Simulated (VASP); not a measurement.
TmHOs:

```xyz
3
Lattice="1.9479 -3.0755 0.0000 1.9479 3.0755 0.0000 0.0000 0.0000 4.4602" Properties=species:S:1:pos:R:3 pbc="T T T"
Tm    0.0000    0.0000    2.2301
H     1.9479    0.0000    0.0000
Os    0.0000    0.0000    0.0000
```

The cell was generated, and may not be a known phase.

| Item | Value |
| --- | --- |
| Program | VASP 6.6.1 |
| Task | relaxation of cell and atoms |
| Functional | PBE |
| Potentials or basis | VASP PAW PBE potentials, release 64 (Tm_3, H, Os), 4f in core |
| Cutoff | 600 eV |
| k mesh | 6 × 6 × 5 |
| Occupations | gaussian, width 0.2 eV |
| Spin | no spin polarisation |

At the start: pressure 14.5 GPa; volume 17.81 Å³/atom.

Task: Where does the relaxation end?

Result: Over 11 steps the energy falls by 889.6 meV/atom and the volume is 15.60 Å³/atom (-12.4 %); space group Cmmm (No. 65, to 0.1 Å) before and after.

Step by step:
| step | energy change (eV) | largest force (eV/Å) | pressure (GPa) | volume (Å³) |
| --- | --- | --- | --- | --- |
| 1 | 0.0000 | 0.0000 | 14.55 | 53.44 |
| 2 | -1.5522 | 0.0000 | -14.78 | 63.83 |
| 3 | -1.9778 | 0.0000 | -11.23 | 59.93 |
| 4 | -1.9799 | 0.0000 | -10.74 | 59.69 |
| 5 | -2.4835 | 0.0000 | -3.60 | 51.03 |
| 6 | -2.4913 | 0.0000 | -2.10 | 50.07 |
| 7 | -2.6058 | 0.0000 | 0.63 | 47.63 |
| 8 | -2.6278 | 0.0000 | 2.83 | 46.25 |
| 9 | -2.6677 | 0.0000 | -0.73 | 47.18 |
| 10 | -2.6677 | 0.0000 | -0.67 | 47.16 |
| 11 | -2.6687 | 0.0000 | 0.02 | 46.79 |

Final structure:
```
Tm H Os
1.0
     1.74570   -2.49472    0.00000
     1.74570    2.49472    0.00000
     0.00000    0.00000    5.37241
Tm H Os
1 1 1
Direct
  0.00000 0.00000 0.50000
  0.50000 0.50000 0.00000
  0.00000 0.00000 0.00000
```

Caveat: a cell axis changed by over 15 % at a fixed basis, so the end point is rough.
